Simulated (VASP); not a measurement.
Set up this calculation in VASP 6.6.1, as the native input.

* Task: single point
* Functional: PBEsol
* Potentials or basis: VASP PAW PBE potentials, release 64 (Rh_pv)
* Cutoff: 520 eV
* k mesh: 12 × 12 × 7
* Occupations: gaussian, width 0.1 eV
* Spin: no spin polarisation
* Dipole correction: no
* Further INCAR settings: ALGO = Normal; EDIFF = 1e-06; NBANDS = 22

The structure of Rh lies in POSCAR:

```
Rh
1.0
    2.7845412470      0.0000000000      0.0000000000
   -1.3922706235      2.4114834620      0.0000000000
    0.0000000000      0.0000000000      4.5153441684
Rh
2
Direct
    0.6666666667      0.3333333333      0.7500000000
    0.3333333333      0.6666666667      0.2500000000
```

One way to write it, as run:

INCAR

```
SYSTEM = Rh
  PREC = Accurate
  ENCUT = 520
  EDIFF = 1E-6
  ISMEAR = 0
  SIGMA = 0.1
  LREAL = .FALSE.
  LASPH = .TRUE.
  NELM = 80
  ALGO = Normal
  ISIF = 2
  LWAVE = .FALSE.
  LCHARG = .FALSE.
  GGA = PS
  NBANDS = 22
```

KPOINTS

```
Automatic mesh
0
G
  12 12 7
  0 0 0
```

Potentials or basis: VASP PAW PBE potentials, release 64 (Rh_pv).

Run with:

```bash
$ cat potpaw_PBE.64/Rh_pv/POTCAR > POTCAR
$ mpirun -np 1 vasp_std > vasp.out
```

It gave:

The pressure is -24.7 GPa. The band gap on the k mesh is zero (band 15 reaches 10.65 eV, above the bottom of band 16 at 8.59 eV).

Caveat: the PAW data sets were made with another functional, which shifts forces and pressure a little.

It took 60 s on 1 thread of Intel Xeon 8259CL, on a shared host, peak memory 0.15 GiB.
